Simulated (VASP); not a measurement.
TaS2, 3 atoms in the cell. It takes space group P-3m1 (No. 164, trigonal). Conventional cell: a = 3.451 Å, b = 3.451 Å, c = 5.860 Å, α = 90.00°, β = 90.00°, γ = 120.00°. Within 3.3 Å of Ta (site symmetry -3m) lie 6 S at 2.47 Å. S (site symmetry 3m) has 3 Ta at 2.47 Å within 3.3 Å.  This cell differs from its parent crystal: equal xx and yy strain of +3 %.

| Quantity | Value |
| --- | --- |
| Program | VASP 6.6.1 |
| Task | electric field gradients |
| Functional | PBE |
| Potentials or basis | VASP PAW PBE potentials, release 64 (Ta_pv, S) |
| Cutoff | 400 eV |
| k mesh | 9 × 9 × 5 |
| Occupations | fermi-dirac, width 0.03 eV |
| Spin | no spin polarisation |
| Dipole correction | no |
| Further INCAR settings | ALGO = Normal; EDIFF = 1e-08; NBANDS = 18 |

Potentials or basis: VASP PAW PBE potentials, release 64 (Ta_pv, S).

Command:

```console
$ cat potpaw_PBE.64/Ta_pv/POTCAR potpaw_PBE.64/S/POTCAR > POTCAR
$ mpirun -np 1 vasp_std > vasp.out
```

Hardware: 1 thread of Intel(R) Xeon(R) Platinum 8488C (Sapphire Rapids), on a shared host.

Estimate the wall time of this run.

Wall time 40 s on 1 thread of Intel(R) Xeon(R) Platinum 8488C (Sapphire Rapids) (shared host), peak memory 0.18 GiB. Counts: scf iterations 18, k points 50.
